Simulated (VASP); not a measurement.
A run of VASP 6.6.1 is set up as follows.

The input INCAR:

```
SYSTEM = AgI
ALGO = Normal
EDIFF = 1E-6
ENCUT = 500
GGA = PE
GGA_COMPAT = .False.
ISIF = 2
ISMEAR = 0
IVDW = 12
LASPH = .True.
LCHARG = .False.
LREAL = .False.
LWAVE = .False.
NBANDS = 16
NELM = 120
PREC = Accurate
SIGMA = 0.01
```

The input KPOINTS:

```
k-points
0
Gamma
  5 5 5
  0 0 0
```

The input POSCAR:

```
AgI
1.0
    0.0000000000      3.2365000000      3.2365000000
    3.2365000000      0.0000000000      3.2365000000
    3.2365000000      3.2365000000      0.0000000000
Ag I
1 1
Direct
    0.0000000000      0.0000000000      0.0000000000
    0.2500000000      0.2500000000      0.2500000000
```

Potentials or basis: VASP PAW PBE potentials, release 64 (Ag, I).

Run with:

```sh
$ cat potpaw_PBE.64/Ag/POTCAR potpaw_PBE.64/I/POTCAR > POTCAR
$ mpirun -np 1 vasp_std > vasp.out
```

Question: What does it give for the pressure?

Answer: 0.4 GPa.

Question: Predict the dispersion energy per atom.

Answer: -0.327 eV.

Question: Estimate the band gap on the k mesh.

Answer: 1.34 eV, direct.

Caveat: spin-orbit coupling is left out, which moves the levels of the heavy elements. As with any semilocal functional, this PBE gap is likely too small.
